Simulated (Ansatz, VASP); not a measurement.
# Two plane-wave programs on Mg

```
CELL_PARAMETERS angstrom
2.25897 -2.24639 -0.04661
2.25897 2.24639 -0.04661
-2.21108 0.00000 2.32508
ATOMIC_POSITIONS crystal
Mg 0.00000 0.00000 0.00000
```

Alike in both runs: functional PBE; k mesh 20 × 20 × 24; occupations gaussian, width 0.1 eV; no spin polarisation.

Ansatz relaxed the structure, and its values are those at the end. VASP's run is a single point on that final structure, the one shown.

```csv
,VASP,Ansatz
version,VASP 6.6.1,Ansatz 0.2.0
potentials or method,"VASP PAW PBE potentials, release 64 (Mg), cutoff 520 eV","scalar-relativistic, plane waves, PAW"
valence electrons in the cell,2,10
```

|  | VASP | Ansatz | Ansatz less VASP |
| --- | --- | --- | --- |
| gap on the k mesh at the Fermi level (eV) | none | none | - |
| pressure (GPa) | -0.1 | 0.0 | +0.12 |

A gap of «none» marks a metal or a gap that the smearing closes. VASP's potentials hold 2 valence electrons a cell and Ansatz's 10, so a difference there can come from the potentials and not from the codes.
